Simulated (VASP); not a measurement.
Ba, 1 atom in the cell. Symmetry: R-3m, No. 166, trigonal system. Conventional cell: a = 3.425 Å, b = 3.425 Å, c = 15.210 Å, α = 90.00°, β = 90.00°, γ = 120.00°. Ba (site symmetry -3m) has 6 Ba at 3.42 Å within 4.5 Å. 

- Program: VASP 6.6.1
- Task: single point
- Functional: PBEsol
- Potentials or basis: VASP PAW PBE potentials, release 64 (Ba_sv)
- Cutoff: 520 eV
- k mesh: 14 × 14 × 14
- Occupations: gaussian, width 0.15 eV
- Spin: no spin polarisation
- Dipole correction: no
- Further INCAR settings: ALGO = Fast; EDIFF = 1e-06; NBANDS = 11

Potentials or basis: VASP PAW PBE potentials, release 64 (Ba_sv).

Command:

```bash
$ cat potpaw_PBE.64/Ba_sv/POTCAR > POTCAR
$ mpirun -np 1 vasp_std > vasp.out
```

Hardware: 1 thread of Intel(R) Xeon(R) Platinum 8488C (Sapphire Rapids), on a shared host.

Task: How long does it take, and how much memory?

Result: It took 4.9 min on 1 thread of Intel(R) Xeon(R) Platinum 8488C (Sapphire Rapids), on a shared host, peak memory 0.36 GiB. Counts: scf iterations 13, k points 288.
